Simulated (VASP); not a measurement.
The system is Se.

```
Se
1.0
     0.00000    2.21751    2.21751
     2.21751    0.00000    2.21751
     2.21751    2.21751    0.00000
Se
1
Direct
  0.00000 0.00000 0.00000
```

| Quantity | Value |
| --- | --- |
| Program | VASP 6.6.1 |
| Task | relaxation of cell and atoms |
| Functional | PBEsol |
| Potentials or basis | VASP PAW PBE potentials, release 64 (Se) |
| Cutoff | 600 eV |
| k mesh | 12 × 12 × 12 |
| Occupations | fermi-dirac, width 0.1 eV |
| Spin | no spin polarisation |

At the start: pressure -7.7 GPa; volume 21.81 Å³/atom.

Problem. Where does the relaxation end?

Solution. Over 3 steps the energy falls by 66.9 meV/atom and the volume is 19.32 Å³/atom (-11.4 %); space group Fm-3m (No. 225, to 0.05 Å).

Step by step:
```csv
step,energy change (eV),largest force (eV/Å),pressure (GPa),volume (Å³)
1,0.0000,0.0000,-7.69,21.81
2,-0.0607,0.0000,3.12,18.67
3,-0.0669,0.0000,0.02,19.32
```

Final structure:
```
Se
1.0
     0.00000    2.12963    2.12963
     2.12963    0.00000    2.12963
     2.12963    2.12963    0.00000
Se
1
Direct
  0.00000 0.00000 0.00000
```

Caveat: the PAW data sets were made with another functional, which shifts forces and pressure a little.
